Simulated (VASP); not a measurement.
# NiNCl (Pmmn) in VASP: single point with LDA

Aim: the single point of NiNCl with LDA.

All numbers are computed with VASP 6.6.1; they aren't measurements. Logs are shortened: lines on timing, memory, paths and dates and some standing lists are left out, and cuts for length are marked.

## (1) The cell of the first run

It takes space group Pmmn (No. 59, orthorhombic). Conventional cell: a = 2.922 Å, b = 3.561 Å, c = 6.391 Å, α = 90.00°, β = 90.00°, γ = 90.00°. Within 2.4 Å of Ni (site symmetry mm2) lie 4 N at 1.83 to 1.88 Å and 2 Cl at 2.14 Å. Within 3.1 Å of Cl (site symmetry mm2) lie 2 Ni at 2.14 Å and 5 N at 2.75 to 3.03 Å and 6 Cl at 2.85 to 2.92 Å. Within 2.5 Å of N (site symmetry mm2) lie 4 Ni at 1.83 to 1.88 Å and 4 N at 2.43 Å.

## (2) Single point, LDA, non-collinear spin, typed start, spin-orbit coupling

INCAR reads:

```
PREC     = Accurate       # precision mode
ENCUT    = 520            # plane-wave cutoff, eV
EDIFF    = 1E-6           # SCF threshold, eV
ISMEAR   = -1             # smearing method
SIGMA    = 0.1            # smearing width, eV
LREAL    = False          # projectors in reciprocal space
LASPH    = True           # aspherical terms in the spheres
NELM     = 150            # most SCF steps
ALGO     = Normal         # electronic algorithm
ISIF     = 2              # what is computed and relaxed
LWAVE    = False          # write WAVECAR
LCHARG   = False          # write CHGCAR
MAGMOM   = 0 0 2 0 0 2 0 0 0 0 0 0 0 0 0 0 0 0 # initial moments
LORBIT   = 11             # projections on sites
LSORBIT  = True           # spin-orbit coupling
GGA_COMPAT= False        
LORBMOM  = True         
LMAXMIX  = 4              # l up to which the mixer works
GGA      = CA             # functional
NBANDS   = 60             # bands
```

KPOINTS reads:

```
regular mesh
0
Gamma
  5 3 5
```

POSCAR reads:

```
NiNCl
1.0
    3.5614273494      0.0000000000      0.0000000000
    0.0000000000      6.3911036338      0.0000000000
    0.0000000000      0.0000000000      2.9223960819
Ni Cl N
2 2 2
Direct
    0.2500000000      0.1249762839      0.7500000000
    0.7500000000      0.8750237161      0.2500000000
    0.2500000000      0.3691968175      0.2500000000
    0.7500000000      0.6308031825      0.7500000000
    0.2500000000      0.9396612398      0.2500000000
    0.7500000000      0.0603387602      0.7500000000
```

Potentials or basis: VASP PAW LDA potentials, release 64 (Ni, Cl, N).

Launch:

```bash
$ cat potpaw_LDA.64/Ni/POTCAR potpaw_LDA.64/Cl/POTCAR potpaw_LDA.64/N/POTCAR > POTCAR
$ mpirun -np 1 vasp_ncl > vasp.out
```

OUTCAR:

```text
PREC = Accurate
   ENCUT = 520
   EDIFF = 1E-6
   ISMEAR = -1
   LREAL = False
   LASPH = True
   NELM = 150
   ISIF = 2
   LORBIT = 11
   LSORBIT = True
   GGA = CA

 ion  position               nearest neighbor table
   1  0.250  0.125  0.750-   6 1.83   6 1.83   5 1.88   5 1.88   3 2.14   3 2.14   2 2.80   2 2.80
                             2 2.80   2 2.80
   2  0.750  0.875  0.250-   5 1.83   5 1.83   6 1.88   6 1.88   4 2.14   4 2.14   1 2.80   1 2.80
                             1 2.80   1 2.80
   3  0.250  0.369  0.250-   1 2.14   1 2.14
   4  0.750  0.631  0.750-   2 2.14   2 2.14
   5  0.250  0.940  0.250-   2 1.83   2 1.83   1 1.88   1 1.88
   6  0.750  0.060  0.750-   1 1.83   1 1.83   2 1.88   2 1.88

  LATTYP: Found a simple orthorhombic cell.
 ALAT       =     2.9223960819
 B/A-ratio  =     1.2186668917
 C/A-ratio  =     2.1869395711

  Lattice vectors:

 A1 = (   0.0000000000,   0.0000000000,   2.9223960819)
 A2 = (   3.5614273494,   0.0000000000,   0.0000000000)
 A3 = (   0.0000000000,   6.3911036338,   0.0000000000)

Analysis of symmetry for initial positions (statically):
=====================================================================
 Subroutine PRICEL returns:
 Original cell was already a primitive cell.

 Routine SETGRP: Setting up the symmetry group for a
 simple orthorhombic supercell.

 Subroutine GETGRP returns: Found  8 space group operations
 (whereof  2 operations were pure point group operations)
 out of a pool of  8 trial point group operations.

The static configuration has the point symmetry S_2 .
 The point group associated with its full space group is D_2h.

Analysis of symmetry for dynamics (positions and initial velocities):
=====================================================================
 Subroutine PRICEL returns:
 Original cell was already a primitive cell.

 Routine SETGRP: Setting up the symmetry group for a
 simple orthorhombic supercell.

 Subroutine GETGRP returns: Found  8 space group operations
 (whereof  2 operations were pure point group operations)
 out of a pool of  8 trial point group operations.

The dynamic configuration has the point symmetry S_2 .
 The point group associated with its full space group is D_2h.

Analysis of structural, dynamic, and magnetic symmetry:
=====================================================================
 Subroutine PRICEL returns:
 Original cell was already a primitive cell.

 Routine SETGRP: Setting up the symmetry group for a
 simple orthorhombic supercell.

 Subroutine GETGRP returns: Found  4 space group operations
 (whereof  2 operations were pure point group operations)
 out of a pool of  8 trial point group operations.

The overall configuration has the point symmetry S_2 .
 The point group associated with its full space group is C_2h.

 Subroutine INISYM returns: Found  4 space group operations
 (whereof  2 operations are pure point group operations),
 and found     1 'primitive' translations

----------------------------------------------------------------------------------------

                                     Primitive cell

  volume of cell :      66.5180

  direct lattice vectors                    reciprocal lattice vectors
     3.561427349  0.000000000  0.000000000     0.280786298  0.000000000  0.000000000
     0.000000000  6.391103634  0.000000000     0.000000000  0.156467499  0.000000000
     0.000000000  0.000000000  2.922396082     0.000000000  0.000000000  0.342184965

  length of vectors
     3.561427349  6.391103634  2.922396082     0.280786298  0.156467499  0.342184965

  position of ions in fractional coordinates (direct lattice)
     0.250000000  0.124976284  0.750000000
     0.750000000  0.875023716  0.250000000
     0.250000000  0.369196817  0.250000000
     0.750000000  0.630803183  0.750000000
     0.250000000  0.939661240  0.250000000
     0.750000000  0.060338760  0.750000000

  ion indices of the primitive-cell ions
   primitive index   ion index
[... 140 lines left out ...]
      2     -10.8553      1.00000
      3      -9.0746      1.00000
      4      -9.0746      1.00000
      5      -8.4529      1.00000
      6      -8.4529      1.00000
[... 1405 lines left out ...]
     55      15.5602      0.00000
     56      15.5602      0.00000
 [bands above 56 left out]

------------------------ aborting loop because EDIFF is reached ----------------------------------------

  FORCE on cell =-STRESS in cart. coord.  units (eV):
  Direction    XX          YY          ZZ          XY          YZ          ZX
  --------------------------------------------------------------------------------------
  -------------------------------------------------------------------------------------
  Total        8.5757127      8.3411336      8.4106398     -0.0000016      0.0000000      0.0000000
  in kB      206.5578856    200.9077248    202.5818757     -0.0000395      0.0000000      0.0000000
  external PRESSURE =     203.3491620 kB  Pullay stress =       0.0000000 kB

 VOLUME and BASIS-vectors are now :
 -----------------------------------------------------------------------------
  energy-cutoff  :      520.00
  volume of cell :       66.52
      direct lattice vectors                 reciprocal lattice vectors
     3.561427349  0.000000000  0.000000000     0.280786298  0.000000000  0.000000000
     0.000000000  6.391103634  0.000000000     0.000000000  0.156467499  0.000000000
     0.000000000  0.000000000  2.922396082     0.000000000  0.000000000  0.342184965

 POSITION                                       TOTAL-FORCE (eV/Angst)
 -----------------------------------------------------------------------------------
      0.89036      0.79874      2.19180        -0.000000      0.088070     -0.000000
      2.67107      5.59237      0.73060         0.000000     -0.088070     -0.000000
      0.89036      2.35958      0.73060        -0.000000     -0.014690     -0.000000
      2.67107      4.03153      2.19180         0.000000      0.014690     -0.000000
      0.89036      6.00547      0.73060        -0.000001     -0.016297      0.000000
      2.67107      0.38563      2.19180         0.000001      0.016297     -0.000000
 -----------------------------------------------------------------------------------
    total drift:                                0.000000      0.000000     -0.000000

  FREE ENERGIE OF THE ION-ELECTRON SYSTEM (eV)
  ---------------------------------------------------
  free  energy   TOTEN  =       -34.5115335039 eV

  energy  without entropy=      -34.4601731491  energy(sigma->0) =      -34.48585333

 orbital moment (x)

 # of ion     p       d       tot
 ----------------------------------------
  1         0.000  -0.000  -0.000
  2         0.000   0.000   0.000
  3        -0.000   0.000  -0.000
  4        -0.000   0.000  -0.000
  5        -0.000   0.000  -0.000
  6        -0.000   0.000  -0.000
 ----------------------------------------
           -0.000   0.000   0.000

 orbital moment (y)

 # of ion     p       d       tot
 ----------------------------------------
  1        -0.000   0.000   0.000
  2        -0.000   0.000   0.000
  3         0.000   0.000   0.000
  4         0.000   0.000   0.000
  5         0.000   0.000   0.000
  6         0.000   0.000   0.000
 ----------------------------------------
           -0.000   0.000   0.000

 orbital moment (z)

 # of ion     p       d       tot
 ----------------------------------------
  1         0.000   0.000   0.000
  2         0.000   0.000   0.000
  3         0.000   0.000   0.000
  4         0.000   0.000   0.000
  5         0.000   0.000   0.000
  6         0.000   0.000   0.000
 ----------------------------------------
            0.000   0.000   0.000

 Spin-Orbit-Coupling matrix elements

 Ion:    1  E_soc:     -0.0195681
 l=   1
     0.0000000    -0.0004177    -0.0005012
    -0.0004177     0.0000000    -0.0005232
    -0.0005012    -0.0005232     0.0000000
 l=   2
     0.0000000    -0.0006575     0.0000000    -0.0002563    -0.0021261
    -0.0006575     0.0000000    -0.0018225    -0.0006773    -0.0006513
     0.0000000    -0.0018225     0.0000000    -0.0012865     0.0000000
    -0.0002563    -0.0006773    -0.0012865     0.0000000    -0.0008644
    -0.0021261    -0.0006513     0.0000000    -0.0008644     0.0000000
 l=   3
     0.0000000     0.0000000     0.0000000     0.0000000     0.0000000     0.0000000     0.0000000
     0.0000000     0.0000000     0.0000000     0.0000000     0.0000000     0.0000000     0.0000000
     0.0000000     0.0000000     0.0000000     0.0000000     0.0000000     0.0000000     0.0000000
     0.0000000     0.0000000     0.0000000     0.0000000     0.0000000     0.0000000     0.0000000
[... 89 lines left out ...]
 l=   2
     0.0000000     0.0000000     0.0000000     0.0000000     0.0000000
     0.0000000     0.0000000     0.0000000     0.0000000     0.0000000
     0.0000000     0.0000000     0.0000000     0.0000000     0.0000000
     0.0000000     0.0000000     0.0000000     0.0000000     0.0000000
     0.0000000     0.0000000     0.0000000     0.0000000     0.0000000
 l=   3
     0.0000000     0.0000000     0.0000000     0.0000000     0.0000000     0.0000000     0.0000000
     0.0000000     0.0000000     0.0000000     0.0000000     0.0000000     0.0000000     0.0000000
     0.0000000     0.0000000     0.0000000     0.0000000     0.0000000     0.0000000     0.0000000
     0.0000000     0.0000000     0.0000000     0.0000000     0.0000000     0.0000000     0.0000000
     0.0000000     0.0000000     0.0000000     0.0000000     0.0000000     0.0000000     0.0000000
     0.0000000     0.0000000     0.0000000     0.0000000     0.0000000     0.0000000     0.0000000
     0.0000000     0.0000000     0.0000000     0.0000000     0.0000000     0.0000000     0.0000000

 total charge

# of ion       s       p       d       tot
------------------------------------------
    1        0.579   0.913   8.401   9.893
    2        0.579   0.913   8.401   9.893
    3        1.620   3.490   0.000   5.110
    4        1.620   3.490   0.000   5.110
    5        1.278   2.348   0.000   3.626
    6        1.278   2.348   0.000   3.626
--------------------------------------------------
tot          6.954  13.501  16.803  37.258

 magnetization (x)

# of ion       s       p       d       tot
------------------------------------------
    1        0.000   0.000   0.000   0.000
    2        0.000   0.000   0.000   0.000
    3        0.000   0.000   0.000   0.000
    4        0.000   0.000   0.000   0.000
    5        0.000   0.000   0.000   0.000
    6        0.000   0.000   0.000   0.000
--------------------------------------------------
tot          0.000   0.000   0.000   0.000

 magnetization (y)

# of ion       s       p       d       tot
------------------------------------------
    1        0.000   0.000   0.000   0.000
    2        0.000   0.000   0.000   0.000
    3        0.000   0.000   0.000   0.000
    4        0.000   0.000   0.000   0.000
    5        0.000   0.000   0.000   0.000
    6        0.000   0.000   0.000   0.000
--------------------------------------------------
tot          0.000   0.000   0.000   0.000

 magnetization (z)

# of ion       s       p       d       tot
------------------------------------------
    1       -0.000  -0.000   0.000   0.000
    2       -0.000  -0.000   0.000   0.000
    3        0.000   0.000   0.000   0.000
    4        0.000   0.000   0.000   0.000
    5        0.000  -0.000   0.000  -0.000
    6        0.000  -0.000   0.000  -0.000
--------------------------------------------------
tot         -0.000  -0.000   0.000   0.000
```

Wall time 2.1 min (1 thread of Intel Xeon 6975P-C (Granite Rapids), shared host); peak memory 0.34 GiB.

What came out:

| Quantity | Value |
| --- | --- |
| Free energy | -34.5115 eV |
| Pressure | 20.3 GPa |
| Largest force | 0.088 eV/Å |
| Net moment | 0.00 μB per cell |
| Valence electrons inside the program's atomic spheres | Ni 9.89; Cl 5.11; N 3.63 |

Forces on the atoms (eV/Å):
```
Ni   0.000  0.088  0.000
Ni   0.000 -0.088  0.000
Cl   0.000 -0.015  0.000
Cl   0.000  0.015  0.000
N    0.000 -0.016  0.000
N    0.000  0.016  0.000
```

Stress tensor (GPa, compression positive):
```
20.66  0.00  0.00
 0.00 20.09  0.00
 0.00  0.00 20.26
```

Moments on the atoms (μB; x, y, z):
```
Ni  0.00 0.00 0.00
Ni  0.00 0.00 0.00
Cl  0.00 0.00 0.00
Cl  0.00 0.00 0.00
N   0.00 0.00 0.00
N   0.00 0.00 0.00
```

Caveat: the k points lie up to 0.43 Å⁻¹ apart.
